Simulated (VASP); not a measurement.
P, 2 atoms in the cell. The typed cell holds 2 atoms: a = 2.630 Å, b = 2.629 Å, c = 5.176 Å, α = 90.00°, β = 89.99°, γ = 90.00°. This isn't the form of P at room conditions, which is orthorhombic. This cell differs from its parent crystal: strain +0.080 along x and y, +0.080 along z.

| Item | Value |
| --- | --- |
| Program | VASP 6.6.1 |
| Task | single point |
| Functional | PBEsol |
| Potentials or basis | VASP PAW PBE potentials, release 64 (P) |
| Cutoff | 520 eV |
| k mesh | 24 × 24 × 12 |
| Occupations | gaussian, width 0.15 eV |
| Spin | no spin polarisation |
| Dipole correction | no |
| Further INCAR settings | ALGO = Normal; EDIFF = 1e-06; NBANDS = 12 |

Potentials or basis: VASP PAW PBE potentials, release 64 (P).

Launch:

```bash
$ cat potpaw_PBE.64/P/POTCAR > POTCAR
$ mpirun -np 1 vasp_std > vasp.out
```

Hardware: 1 thread of Intel Xeon 8259CL, with other jobs on the host.

Estimate the wall time of this run.

It took 5.4 min on 1 thread of Intel Xeon 8259CL, with other jobs on the host, peak memory 0.63 GiB. Counts: scf iterations 10, k points 1898.
